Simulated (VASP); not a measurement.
AlV3N4:

```xyz
8
Lattice="3.2640 0.0000 0.0000 0.0000 3.2640 0.0000 0.0000 0.0000 9.2321" Properties=species:S:1:pos:R:3 pbc="T T T"
Al    1.6320    1.6320    0.0000
V     0.0000    0.0000    6.9241
V     0.0000    0.0000    2.3080
V     1.6320    1.6320    4.6161
N     0.0000    0.0000    0.0000
N     1.6320    1.6320    2.3080
N     0.0000    0.0000    4.6161
N     1.6320    1.6320    6.9241
```

```yaml
Program: VASP 6.6.1
Task: relaxation of cell and atoms
Functional: PBE
Potentials_or_basis: VASP PAW PBE potentials, release 64 (Al, V_sv, N)
Cutoff: 600 eV
k_mesh: 6 × 6 × 2
Occupations: gaussian, width 0.1 eV
Spin: collinear spin, ferrimagnetic start
Starting_moments: "[0.0, 2.0, 2.0, -2.0, 0.0, 0.0, 0.0, 0.0] μB"
```

At the start: pressure -42.9 GPa; volume 12.29 Å³/atom.

Problem. Where does the relaxation end?

Solution. Over 11 steps the energy falls by 676.4 meV/atom and the volume is 8.72 Å³/atom (-29.1 %); space group P4/mmm (No. 123, to 0.1 Å) before and after; moment 0.01 μB per cell.

The path:
| step | energy change (eV) | largest force (eV/Å) | pressure (GPa) | volume (Å³) |
| --- | --- | --- | --- | --- |
| 1 | 0.0000 | 0.5921 | -42.91 | 98.36 |
| 2 | -3.0422 | 1.3662 | 74.82 | 58.52 |
| 3 | -5.2292 | 1.4895 | -3.61 | 70.49 |
| 4 | -5.2419 | 1.4889 | -0.26 | 69.68 |
| 5 | -5.2409 | 1.4880 | 1.96 | 69.17 |
| 6 | -5.3940 | 0.1708 | 4.11 | 68.71 |
| 7 | -5.3941 | 0.1301 | 4.20 | 68.69 |
| 8 | -5.3928 | 0.1489 | -4.58 | 70.80 |
| 9 | -5.4081 | 0.1030 | -0.23 | 69.71 |
| 10 | -5.4100 | 0.0584 | -0.12 | 69.72 |
| 11 | -5.4109 | 0.0207 | 0.01 | 69.72 |

Final structure:
```
Al V N
1.0
     2.88846    0.00000    0.00000
     0.00000    2.88846    0.00000
     0.00000    0.00000    8.35689
Al V N
1 3 4
Direct
  0.50000 0.50000 0.00000
  0.00000 0.00000 0.73777
  0.00000 0.00000 0.26223
  0.50000 0.50000 0.50000
  0.00000 0.00000 0.00000
  0.50000 0.50000 0.24347
  0.00000 0.00000 0.50000
  0.50000 0.50000 0.75653
```

Caveat: the volume moved by over 15 % at a fixed basis, so the end points are rough; the moments typed at the start vanished in this run.
